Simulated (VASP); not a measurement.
A run of VASP 6.6.1:

File INCAR:

```
PREC     = Accurate       # precision mode
ENCUT    = 520            # plane-wave cutoff, eV
EDIFF    = 1E-6           # SCF threshold, eV
ISMEAR   = 0              # smearing method
SIGMA    = 0.05           # smearing width, eV
LREAL    = False          # projectors in reciprocal space
LASPH    = True           # aspherical terms in the spheres
NELM     = 150            # most SCF steps
ALGO     = Normal         # electronic algorithm
ISIF     = 2              # what is computed and relaxed
LWAVE    = False          # write WAVECAR
LCHARG   = False          # write CHGCAR
ISPIN    = 2              # spin polarisation
MAGMOM   = 2.42           # initial moments
LORBIT   = 11             # projections on sites
LMAXMIX  = 4              # l up to which the mixer works
GGA      = PE             # functional
NBANDS   = 14             # bands
```

Contents of KPOINTS:

```
regular mesh
0
Gamma
  20 20 20
```

File POSCAR:

```
Fe
1.0
   -1.4154963442      1.4154963442      1.4154963442
    1.4154963442     -1.4154963442      1.4154963442
    1.4154963442      1.4154963442     -1.4154963442
Fe
1
Direct
    0.0000000000      0.0000000000      0.0000000000
```

Potentials or basis: VASP PAW PBE potentials, release 64 (Fe).

The run is started by

```sh
$ cat potpaw_PBE.64/Fe/POTCAR > POTCAR
$ mpirun -np 1 vasp_std > vasp.out
```

Hardware: 1 thread of AMD EPYC 7R43 64-Core Processor (Zen 3), with other jobs on the host.

**Question.** How long does it take, and how much memory?

**Answer.** It took 78 s on 1 thread of AMD EPYC 7R43 64-Core Processor (Zen 3), on a shared host, peak memory 0.13 GiB. Counts: scf iterations 13, k points 256.
